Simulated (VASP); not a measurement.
CaSe:

```
Ca Se
1.0
     3.10566    1.79305    1.71609
    -3.10566    1.79305    1.71609
     0.00000   -3.58610    1.71609
Ca Se
1 1
Cartesian
  0.0000 0.0000 2.5741
  0.0000 0.0000 0.0000
```

* Program: VASP 6.6.1
* Task: relaxation of cell and atoms
* Functional: PBE
* Potentials or basis: VASP PAW PBE potentials, release 64 (Ca_sv, Se)
* Cutoff: 600 eV
* k mesh: 6 × 6 × 6
* Occupations: gaussian, width 0.1 eV
* Spin: no spin polarisation

At the start: pressure 4.5 GPa; volume 28.67 Å³/atom.

Where does the relaxation end?

Over 10 steps the energy falls by 331.6 meV/atom and the volume is 24.52 Å³/atom (-14.5 %); space group R-3m (No. 166, to 0.05 Å).

Step by step:
| step | energy change (eV) | largest force (eV/Å) | pressure (GPa) | volume (Å³) |
| --- | --- | --- | --- | --- |
| 1 | 0.0000 | 0.0000 | 4.53 | 57.34 |
| 2 | -0.2958 | 0.0000 | -6.66 | 63.41 |
| 3 | -0.3694 | 0.0000 | -4.10 | 61.07 |
| 4 | -0.5335 | 0.0000 | -2.86 | 55.71 |
| 5 | -0.6330 | 0.0000 | -0.22 | 50.48 |
| 6 | -0.6404 | 0.0000 | 1.86 | 47.99 |
| 7 | -0.6419 | 0.0000 | 1.20 | 48.70 |
| 8 | -0.6594 | 0.0000 | 0.41 | 48.88 |
| 9 | -0.6623 | 0.0000 | 0.14 | 48.94 |
| 10 | -0.6632 | 0.0000 | -0.15 | 49.03 |

Final structure:
```
CELL_PARAMETERS angstrom
2.61331 1.50879 2.07253
-2.61331 1.50879 2.07253
0.00000 -3.01759 2.07253
ATOMIC_POSITIONS crystal
Ca 0.50000 0.50000 0.50000
Se 0.00000 0.00000 0.00000
```
